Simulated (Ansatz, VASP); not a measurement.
**One calculation of GaP, two programs**

POSCAR

```
GaP
1.0
    0.0000000000      2.7252500000      2.7252500000
    2.7252500000      0.0000000000      2.7252500000
    2.7252500000      2.7252500000      0.0000000000
Ga P
1 1
Direct
    0.0000000000      0.0000000000      0.0000000000
    0.7500000000      0.7500000000      0.7500000000
```

INCAR.step1

```
PREC = Accurate
ENCUT = 520
EDIFF = 1E-5
ISMEAR = -1
SIGMA = 0.05
LREAL = F
LASPH = T
NELM = 100
ALGO = Normal
ISIF = 2
LWAVE = T
LCHARG = F
NBANDS = 16
GGA = PE
```

INCAR.step2

```
PREC = Accurate
ENCUT = 520
EDIFF = 1E-6
ISMEAR = -1
SIGMA = 0.05
LREAL = F
LASPH = T
NELM = 100
ALGO = Normal
ISIF = 2
LWAVE = F
LCHARG = F
METAGGA = R2SCAN
LHFCALC = T
AEXX = 0.35
LMIXTAU = T
PRECFOCK = Normal
NBANDS = 16
ISTART = 1
```

The input KPOINTS:

```
regular mesh
0
Gamma
  5 5 5
```

Contents of input.yaml:

```yaml
crystal:
  lattice:
    - [0.0, 2.72525, 2.72525]
    - [2.72525, 0.0, 2.72525]
    - [2.72525, 2.72525, 0.0]
  atoms:
    - { symbol: Ga, position: [0.0, 0.0, 0.0] }
    - { symbol: P, position: [0.75, 0.75, 0.75] }
hamiltonian:
  xc: { exchange: r2scan, correlation: r2scan, exx: { coeff: 0.35 } }
  pseudopotentials: { kind: paw }
kpoints:
  mp_grid: { grid: [5, 5, 5] }
scf:
  occupations: { method: fermi_dirac, width: 0.05 }
output:
  forces: true
  stress: true
  eigenvalues: true
```

Alike in both runs: task single point; functional r2SCAN-based global hybrid with a share of 0.35 of exact exchange; k mesh 5 × 5 × 5; occupations fermi-dirac, width 0.05 eV; no spin polarisation.

|  | VASP | Ansatz |
| --- | --- | --- |
| version | VASP 6.6.1 | Ansatz 0.2.0 |
| potentials or method | VASP PAW PBE potentials, release 64 (Ga_d, P) | Ansatz PAW |
| plane-wave cutoff (eV) | 520 | 500 |
| valence electrons in the cell | 18 | 18 |

Ansatz gave:

| Quantity | Value |
| --- | --- |
| gap on the k mesh at the Fermi level (eV) | 3.61 |
| least direct gap on the mesh (eV) | 4.35 |
| pressure (GPa) | -1.1 |

Task: Estimate VASP's values.

Result: gap on the k mesh at the Fermi level (eV): 3.65; least direct gap on the mesh (eV): 4.38; pressure (GPa): -1.1.

VASP's potentials were made for PBE, not for r2SCAN-based global hybrid.

Noted on Ansatz's run: odd divisions of the mesh miss points on the zone boundary, where band edges often lie, so the gap on the mesh can be too wide.
